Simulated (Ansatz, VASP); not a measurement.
# Ni: VASP beside Ansatz

```
Ni
1.0
    -1.41378    1.41378    1.41378
     1.41378   -1.41378    1.41378
     1.41378    1.41378   -1.41378
Ni
1
Cartesian
  0.0000 0.0000 0.0000
```

Alike in both runs: task single point; functional r2SCAN; k mesh 18 × 18 × 18; occupations fermi-dirac, width 0.1 eV; no spin polarisation.

|  | VASP | Ansatz |
| --- | --- | --- |
| version | VASP 6.6.1 | Ansatz 0.2.0 |
| potentials or method | VASP PAW PBE potentials, release 64 (Ni), cutoff 520 eV | plane waves (500 eV) with PAW, scalar-relativistic |
| valence electrons in the cell | 10 | 18 |

VASP gave:

| Item | Value |
| --- | --- |
| pressure (GPa) | -13.8 |

Estimate Ansatz's values.

pressure (GPa): -14.4.

VASP's potentials were made for PBE, not for r2SCAN. The functional is the same, so the differences come from potentials, cutoffs and numerics. VASP's potentials hold 10 valence electrons a cell and Ansatz's 18, so a difference there can come from the potentials and not from the codes.
